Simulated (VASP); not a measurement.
**Sb: single point with PBE+D3(BJ)**

The system is Sb, a slab with vacuum.

```
Sb
1.0
     4.06868    0.00000    0.00000
    -2.03434    3.52358    0.00000
     0.00000    0.00000   20.80003
Sb
4
Direct
  0.33333 0.66667 0.29567
  0.66667 0.33333 0.21635
  0.22222 0.44444 0.56010
  0.55556 0.11111 0.48077
```

- Program: VASP 6.6.1
- Task: single point
- Functional: PBE
- Dispersion: D3(BJ)
- Potentials or basis: VASP PAW PBE potentials, release 64 (Sb)
- Cutoff: 520 eV
- k mesh: 9 × 9 × 1
- Occupations: gaussian, width 0.05 eV
- Spin: no spin polarisation

```
Largest force              : 0.187 eV/Å
Band gap on the k mesh     : 0.89 eV, indirect (least direct gap 1.49 eV)
Dispersion energy per atom : -0.291 eV
```

Forces on the atoms (eV/Å):
```
Sb   0.000 -0.019  0.186
Sb   0.000 -0.018 -0.068
Sb   0.000  0.018  0.068
Sb   0.000  0.019 -0.186
```

Levels at points of the mesh, in eV from the valence-band top:
```
           k point  band 7  band 8  band 9  band 10  band 11  band 12  band 13  band 14
(0.00, 0.00, 0.00)   -0.05   -0.03   -0.02     0.00     1.49     1.98     2.73     2.73
```

Run time: 5.9 min on 1 thread of AMD EPYC 7R13, with other jobs on the host, peak memory 0.4 GiB.

Caveat: spin-orbit coupling is left out, which moves the levels of the heavy elements.
